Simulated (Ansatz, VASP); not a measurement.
**One calculation of Al2GaSb3, two programs**

Contents of INCAR:

```
SYSTEM = Al2GaSb3
PREC = Accurate
ENCUT = 520
EDIFF = 1E-7
ISMEAR = 0
SIGMA = 0.1
LREAL = .False.
LASPH = .True.
NELM = 100
ALGO = Normal
ISIF = 2
LWAVE = .False.
LCHARG = .False.
GGA = PE
NBANDS = 26
```

The input KPOINTS:

```
regular mesh
0
Gamma
  3 3 4
  0 0 0
```

The input POSCAR:

```
Al2GaSb3
1.0
    6.5036206600      0.0000000000      0.0000000000
   -3.2518103300      5.6323007100      0.0000000000
    0.0000000000      0.0000000000      3.7683417700
Al Ga Sb
2 1 3
Direct
    0.6666666700      0.3333333300      0.0000000000
    0.3333333300      0.6666666700      0.0000000000
    0.0000000000      0.0000000000      0.0000000000
    0.5000000000      0.0000000000      0.5000000000
    0.0000000000      0.5000000000      0.5000000000
    0.5000000000      0.5000000000      0.5000000000
```

Input for Ansatz:

```yaml
crystal:
  lattice:
    - [6.50362066, 0.0, 0.0]
    - [-3.25181033, 5.63230071, 0.0]
    - [0.0, 0.0, 3.76834177]
  atoms:
    - { symbol: Al, position: [0.66666667, 0.33333333, 0.0] }
    - { symbol: Al, position: [0.33333333, 0.66666667, 0.0] }
    - { symbol: Ga, position: [0.0, 0.0, 0.0] }
    - { symbol: Sb, position: [0.5, 0.0, 0.5] }
    - { symbol: Sb, position: [0.0, 0.5, 0.5] }
    - { symbol: Sb, position: [0.5, 0.5, 0.5] }
basis:
  ecutwfc: 420
kpoints:
  mp_grid: { grid: [3, 3, 4] }
hamiltonian:
  xc: pbe
scf:
  occupations: { method: gaussian, width: 0.1 }
  lower_state_search: "off"
output:
  forces: true
  stress: true
  eigenvalues: true
```

Change from the starting cell: species swapped into the YB2Ir3 type (P6/mmm, No. 191).

Alike in both runs: task single point; functional PBE; k mesh 3 × 3 × 4; occupations gaussian, width 0.1 eV; no spin polarisation.

|  | VASP | Ansatz |
| --- | --- | --- |
| version | VASP 6.6.1 | Ansatz 0.2.0 |
| potentials or method | VASP PAW PBE potentials, release 64 (Al, Ga_d, Sb), cutoff 520 eV | scalar-relativistic, plane waves, PAW |
| valence electrons in the cell | 34 | 64 |

VASP gave:

```
gap on the k mesh at the Fermi level (eV)                     : none
pressure (GPa)                                                : 13.9
traceless stress, the component that is largest in VASP (GPa) : -4.28
```

Task: Estimate Ansatz's values.

Result: gap on the k mesh at the Fermi level (eV): none; pressure (GPa): 13.6; traceless stress, the component that is largest in VASP (GPa): -4.35.

A gap of «none» marks a metal or a gap that the smearing closes. VASP's potentials hold 34 valence electrons a cell and Ansatz's 64, so a difference there can come from the potentials and not from the codes.

The k mesh is coarse, so the values compare programs but aren't converged. Neither program's run includes spin-orbit coupling.
